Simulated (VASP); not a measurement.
# Ga2O3 (P1) in VASP: single point with PBE

Aim: the single point of Ga2O3 with PBE.

Everything below comes from runs of VASP 6.6.1. Logs are shortened: lines on timing, memory, paths and dates and some standing lists are left out, and cuts for length are marked.

## Step 1: The cell of the first run

The typed cell holds 10 atoms: a = 5.358 Å, b = 5.456 Å, c = 5.365 Å, α = 53.59°, β = 54.97°, γ = 54.63°.

## Step 2: Single point, PBE

INCAR reads:

```
  PREC = Accurate
  ENCUT = 600
  EDIFF = 1E-6
  ISMEAR = 0
  SIGMA = 0.1
  LREAL = F
  LASPH = T
  NELM = 120
  ALGO = Normal
  ISIF = 2
  LWAVE = F
  LCHARG = F
  GGA = PE
  NBANDS = 55
  GGA_COMPAT = F
```

KPOINTS reads:

```
regular mesh
0
Gamma
  4 4 4
```

POSCAR reads:

```
Ga2O3
1.0
    2.4346969044      1.5060252552      4.5289707543
   -2.5276295033      1.4524076472      4.6115154528
   -0.0696485203     -2.7610523038      4.5989122901
Ga O
4 6
Direct
    0.3731659334      0.3325888530      0.3625627850
    0.1434734927      0.1336920259      0.1549820204
    0.6363934964      0.6364148680      0.6728794543
    0.8580708161      0.8436572663      0.8638647684
    0.5557745211      0.9384460020      0.2525430502
    0.2369523954      0.5744340263      0.9402652075
    0.9474525726      0.2434648097      0.5810903982
    0.4555872151      0.0570827547      0.7643824228
    0.7376027192      0.4360921038      0.0709025191
    0.0305575635      0.7828831678      0.4310066685
```

Potentials or basis: VASP PAW PBE potentials, release 64 (Ga_d, O).

Started as:

```
cat potpaw_PBE.64/Ga_d/POTCAR potpaw_PBE.64/O/POTCAR > POTCAR
mpirun -np 1 vasp_std > vasp.out
```

OUTCAR:

```text
PREC = Accurate
   ENCUT = 600
   EDIFF = 1E-6
   ISMEAR = 0
   LREAL = F
   LASPH = T
   NELM = 120
   ISIF = 2
   GGA = PE

 ion  position               nearest neighbor table
   1  0.373  0.333  0.363-   9 1.82   8 1.89   5 2.08   7 2.09  10 2.15   6 2.15   3 2.80   3 2.86
                             2 2.91
   2  0.143  0.134  0.155-  10 1.78   8 1.89   9 1.93   5 2.06   6 2.19   7 2.20   4 2.88   4 2.91
                             1 2.91
   3  0.636  0.636  0.673-   6 1.87   7 1.95   5 1.97   9 1.98  10 2.09   8 2.16   1 2.80   4 2.84
                             1 2.86
   4  0.858  0.844  0.864-   6 1.80   5 1.92   7 1.93   8 1.99  10 2.11   9 2.12   3 2.84   2 2.88
                             2 2.91
   5  0.556  0.938  0.253-   4 1.92   3 1.97   2 2.06   1 2.08
   6  0.237  0.574  0.940-   4 1.80   3 1.87   1 2.15   2 2.19
   7  0.947  0.243  0.581-   4 1.93   3 1.95   1 2.09   2 2.20
   8  0.456  0.057  0.764-   2 1.89   1 1.89   4 1.99   3 2.16
   9  0.738  0.436  0.071-   1 1.82   2 1.93   3 1.98   4 2.12
  10  0.031  0.783  0.431-   2 1.78   3 2.09   4 2.11   1 2.15

  LATTYP: Found a triclinic cell.
 ALAT       =     5.4556826934
 B/A-ratio  =     1.3386687171
 C/A-ratio  =     0.9097491173
 COS(alpha) =     0.0050694427
 COS(beta)  =     0.4743927750
 COS(gamma) =     0.7355900424

  Lattice vectors:

 A1 = (  -2.5276295033,   1.4524076472,   4.6115154528)
 A2 = (  -0.0232840786,   5.7194852062,   4.5415739170)
 A3 = (  -4.9623264077,  -0.0536176080,   0.0825446985)

Analysis of symmetry for initial positions (statically):
=====================================================================
 Subroutine PRICEL returns:
 Original cell was already a primitive cell.

 Routine SETGRP: Setting up the symmetry group for a
 triclinic supercell.

 Subroutine GETGRP returns: Found  1 space group operations
 (whereof  1 operations were pure point group operations)
 out of a pool of  2 trial point group operations.

The static configuration has the point symmetry C_1 .

Analysis of symmetry for dynamics (positions and initial velocities):
=====================================================================
 Subroutine PRICEL returns:
 Original cell was already a primitive cell.

 Routine SETGRP: Setting up the symmetry group for a
 triclinic supercell.

 Subroutine GETGRP returns: Found  1 space group operations
 (whereof  1 operations were pure point group operations)
 out of a pool of  2 trial point group operations.

The dynamic configuration has the point symmetry C_1 .

 Subroutine INISYM returns: Found  1 space group operations
[... 125 lines left out ...]
   NUPDOWN=      -1.0000    fix difference up-down
   EMIN   =  10.00;   EMAX   =-10.00  energy-range for DOS
   EFERMI =   0.00;   METHOD = LEGACY
   ISMEAR =     0;   SIGMA  =   0.10  broadening in eV -4-tet -1-fermi 0-gaus
   EFERMI_NEDOS =   21; number of points for ismear=-14 and -15
   IALGO  =     38    algorithm
   IMIX   =      4    mixing-type and parameters
     AMIX     =   0.40;   BMIX     =  1.00
     AMIX_MAG =   1.60;   BMIX_MAG =  1.00
  volume/ion in A,a.u.               =       9.64        65.02
  Fermi-wavevector in a.u.,A,eV,Ry     =   1.588365  3.001575 34.326196  2.522904
  Thomas-Fermi vector in A             =   2.687380
   LORBIT       =      0    0 simple, 1 ext, 2 COOP (PROOUT), +10 PAW based schemes
   GGA     = PE    functional components
   LHFCALC =     F    Hartree Fock is set to
   AEXX    =    0.0000 exact exchange contribution
   IVDW    =     0    specifies the selected vdW correction
   LEPSILON=     F    determine dielectric tensor
   LRPA    =     F    only Hartree local field effects (RPA)
 non-spin polarized calculation
 Gauss-broadening in eV      SIGMA  =   0.10
  energy-cutoff  :      600.00
  volume of cell :       96.35
 maximum number of plane-waves:      3230
 NGX is ok and might be reduce to    48
   NGX = 21   NGY = 21   NGZ = 21

 number of electron      88.0000006 magnetization

 Free energy of the ion-electron system (eV)
  ---------------------------------------------------
  ext. energy  EPLUGINS =         0.00000000
  ---------------------------------------------------
  free energy    TOTEN  =       -58.44408744 eV

  energy without entropy =      -58.44408744  energy(sigma->0) =      -58.44408744

 E-fermi :   5.0269     XC(G=0): -12.1946

 val. band max:        4.5764111233   @ k =   0.2500   0.2500   0.2500
 cond. band min:       7.3651603819   @ k =   0.0000   0.0000   0.0000
 fundamental gap:      2.7887492586
 Fermi energy:         5.0268745900

 k-point     1 :       0.0000    0.0000    0.0000
  band No.  band energies     occupation
      1     -14.5896      2.00000
      2     -13.0081      2.00000
      3     -12.6979      2.00000
      4     -12.4569      2.00000
      5     -12.3098      2.00000
      6     -12.0698      2.00000
[... 1381 lines left out ...]
     54      16.3257      0.00000
     55      17.0191      0.00000

 [... further k-points ...]

------------------------ aborting loop because EDIFF is reached ----------------------------------------

  FORCE on cell =-STRESS in cart. coord.  units (eV):
  Direction    XX          YY          ZZ          XY          YZ          ZX
  --------------------------------------------------------------------------------------
  -------------------------------------------------------------------------------------
  Total        8.5437052     12.5949406      4.1894385     -1.0633556      1.0769811      2.4337000
  in kB      142.0694871    209.4356853     69.6643165    -17.6820687     17.9086409     40.4689187
  external PRESSURE =     140.3898296 kB  Pullay stress =       0.0000000 kB

 VOLUME and BASIS-vectors are now :
 -----------------------------------------------------------------------------
  energy-cutoff  :      600.00
  volume of cell :       96.35
      direct lattice vectors                 reciprocal lattice vectors
     2.434696904  1.506025255  4.528970754     0.201473154  0.117312394  0.073482150
    -2.527629503  1.452407647  4.611515453    -0.201666950  0.119483960  0.068680514
    -0.069648520 -2.761052304  4.598912290     0.003810517 -0.235339676  0.076209377

 POSITION                                       TOTAL-FORCE (eV/Angst)
 -----------------------------------------------------------------------------------
      0.04263      0.04400      4.89119        -1.791196     -1.375082     -0.850878
      0.00060     -0.01766      1.97906        -0.440548      1.008966      1.328260
     -0.10606      0.02490      8.91156         0.537533      1.522588     -0.601146
     -0.10348      0.13243     11.74955        -1.413129      0.407941     -0.047482
     -1.03649      1.50273      8.00617        -0.502339     -0.707315      0.410523
     -0.94054     -1.40495      8.04636         1.719890     -1.010696      0.320881
      1.65090      0.17608      8.08611        -0.136073      0.942276      0.099346
      0.91169     -1.34147      5.84191        -0.309261      0.134179     -0.729156
      0.68862      1.54847      5.67770         0.266185      1.236316      0.938370
     -1.93446     -0.00695      5.73083         2.068937     -2.159174     -0.868718
 -----------------------------------------------------------------------------------
    total drift:                               -0.000384      0.000439     -0.000025

  FREE ENERGIE OF THE ION-ELECTRON SYSTEM (eV)
  ---------------------------------------------------
  free  energy   TOTEN  =       -58.4440874388 eV

  energy  without entropy=      -58.4440874388  energy(sigma->0) =      -58.44408744
```

OSZICAR:

```text
N       E                     dE             d eps       ncg     rms          rms(c)
DAV:   1     0.128370437586E+04    0.12837E+04   -0.43489E+04  4851   0.330E+03
DAV:   2     0.223747076025E+03   -0.10600E+04   -0.98984E+03  3976   0.891E+02
DAV:   3    -0.446747115892E+02   -0.26842E+03   -0.26027E+03  4583   0.282E+02
DAV:   4    -0.664336900409E+02   -0.21759E+02   -0.21507E+02  4842   0.859E+01
DAV:   5    -0.672867942618E+02   -0.85310E+00   -0.85136E+00  5276   0.175E+01    0.174E+01
DAV:   6    -0.583097677068E+02    0.89770E+01   -0.28467E+01  7290   0.644E+01    0.458E+00
DAV:   7    -0.584955228774E+02   -0.18576E+00   -0.33306E+00  4467   0.104E+01    0.331E+00
DAV:   8    -0.584796518594E+02    0.15871E-01   -0.54024E-01  6136   0.115E+01    0.132E+00
DAV:   9    -0.584421798188E+02    0.37472E-01   -0.15630E-01  5993   0.662E+00    0.226E-01
DAV:  10    -0.584437080447E+02   -0.15282E-02   -0.23053E-02  5921   0.134E+00    0.158E-01
DAV:  11    -0.584440356145E+02   -0.32757E-03   -0.44294E-03  4473   0.676E-01    0.254E-02
DAV:  12    -0.584440764778E+02   -0.40863E-04   -0.38460E-04  5014   0.353E-01    0.124E-02
DAV:  13    -0.584440829870E+02   -0.65092E-05   -0.10964E-04  5226   0.185E-01    0.103E-02
DAV:  14    -0.584440870108E+02   -0.40238E-05   -0.36906E-05  4547   0.780E-02    0.601E-03
DAV:  15    -0.584440873368E+02   -0.32606E-06   -0.10679E-05  4816   0.487E-02    0.139E-03
DAV:  16    -0.584440874388E+02   -0.10202E-06   -0.32904E-06  3651   0.199E-02
   1 F= -.58444087E+02 E0= -.58444087E+02  d E =-.647431E-11
```

stdout:

```text
POSCAR found type information on POSCAR GaO
 POSCAR found :  2 types and      10 ions
 scaLAPACK will be used
 LDA part: xc-table for (Slater+PW92), standard interpolation
 POSCAR, INCAR and KPOINTS ok, starting setup
 FFT: planning ... GRIDC
 FFT: planning ... GRID_SOFT
 FFT: planning ... GRID
 WAVECAR not read
 entering main loop
```

Wall time 11 min (1 thread of Oxide Virtual Turin-like, shared host); peak memory 0.37 GiB.

Results:

| Property | Result |
| --- | --- |
| Free energy | -58.4441 eV |
| Pressure | 14.0 GPa |
| Largest force | 3.114 eV/Å |
| Band gap on the k mesh | 2.79 eV (least direct gap 2.80 eV) |

Forces in eV/Å, atoms in the order of the input:
```
Ga  -1.791 -1.375 -0.851
Ga  -0.441  1.009  1.328
Ga   0.538  1.523 -0.601
Ga  -1.413  0.408 -0.047
O   -0.502 -0.707  0.411
O    1.720 -1.011  0.321
O   -0.136  0.942  0.099
O   -0.309  0.134 -0.729
O    0.266  1.236  0.938
O    2.069 -2.159 -0.869
```

Stress tensor (GPa, compression positive):
```
14.21 -1.77  4.05
-1.77 20.94  1.79
 4.05  1.79  6.97
```

Levels at points of the mesh, in eV from the valence-band top:
```
           k point  band 42  band 43  band 44  band 45  band 46  band 47
(0.00, 0.00, 0.00)    -0.22    -0.18    -0.01     2.79     6.47     7.31
(0.50, 0.00, 0.00)    -0.86    -0.26    -0.17     6.01     6.34     6.49
(0.00, 0.50, 0.00)    -0.88    -0.17    -0.07     5.95     6.34     6.63
(0.50, 0.50, 0.00)    -0.69    -0.26    -0.17     6.38     6.64     7.42
(0.00, 0.00, 0.50)    -0.76    -0.26    -0.12     5.88     6.39     6.66
(0.50, 0.00, 0.50)    -0.67    -0.41    -0.12     6.43     6.54     7.57
(0.00, 0.50, 0.50)    -0.67    -0.26    -0.13     6.18     6.51     7.66
(0.50, 0.50, 0.50)    -0.27    -0.16    -0.03     5.62     6.03     7.52
```

Caveat: the stress differs along the axes, from 7 to 21 GPa; forces of over 1 eV/Å act on the atoms, so gaps and moduli don't describe the material at rest.
